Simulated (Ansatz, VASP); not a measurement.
## One calculation of Cs, two programs

File INCAR:

```
SYSTEM = Cs
PREC = Accurate
ENCUT = 520
EDIFF = 1E-6
ISMEAR = -1
SIGMA = 0.1
LREAL = .FALSE.
LASPH = .TRUE.
NELM = 80
ALGO = Normal
ISIF = 2
LWAVE = .FALSE.
LCHARG = .FALSE.
GGA = RP
NBANDS = 16
```

Contents of KPOINTS:

```
Automatic mesh
0
G
  5 5 5
  0 0 0
```

The input POSCAR:

```
Cs
1.0
    0.0000000000      5.7866243365      5.7866243365
    5.7866243365      0.0000000000      5.7866243365
    5.7866243365      5.7866243365      0.0000000000
Cs
2
Direct
    0.1250000000      0.1250000000      0.1250000000
    0.8750000000      0.8750000000      0.8750000000
```

Input for Ansatz:

```yaml
crystal:
  lattice:
    - [0.0, 5.7866243365, 5.7866243365]
    - [5.7866243365, 0.0, 5.7866243365]
    - [5.7866243365, 5.7866243365, 0.0]
  atoms:
    - { symbol: Cs, position: [0.125, 0.125, 0.125] }
    - { symbol: Cs, position: [0.875, 0.875, 0.875] }
hamiltonian:
  xc: rpbe
  pseudopotentials:
    kind: paw
    azcp:
      Cs: "pseudopotentials/Cs.paw.azcp"
basis:
  ecutwfc: 420
  fft_grid_basis: typed
kpoints:
  mp_grid: { grid: [5, 5, 5], shift: [0, 0, 0] }
magnetization:
  spin_polarized: false
scf:
  occupations: { method: fermi_dirac, width: 0.1 }
  lower_state_search: "off"
output:
  stress: true
```

Alike in both runs: task single point; functional RPBE; k mesh 5 × 5 × 5; occupations fermi-dirac, width 0.1 eV; no spin polarisation.

|  | VASP | Ansatz |
| --- | --- | --- |
| version | VASP 6.6.1 | Ansatz 0.2.0 |
| potentials or method | VASP PAW PBE potentials, release 64 (Cs_sv), cutoff 520 eV | plane waves (420 eV) with PAW, scalar-relativistic |
| valence electrons in the cell | 18 | 18 |

|  | VASP | Ansatz | Ansatz less VASP |
| --- | --- | --- | --- |
| pressure (GPa) | 0.1 | 0.1 | 0.00 |

VASP's potentials were made for PBE, not for RPBE. With one functional, cell and mesh, what is left measures potentials, basis and numerics.

Neither program's run includes spin-orbit coupling.
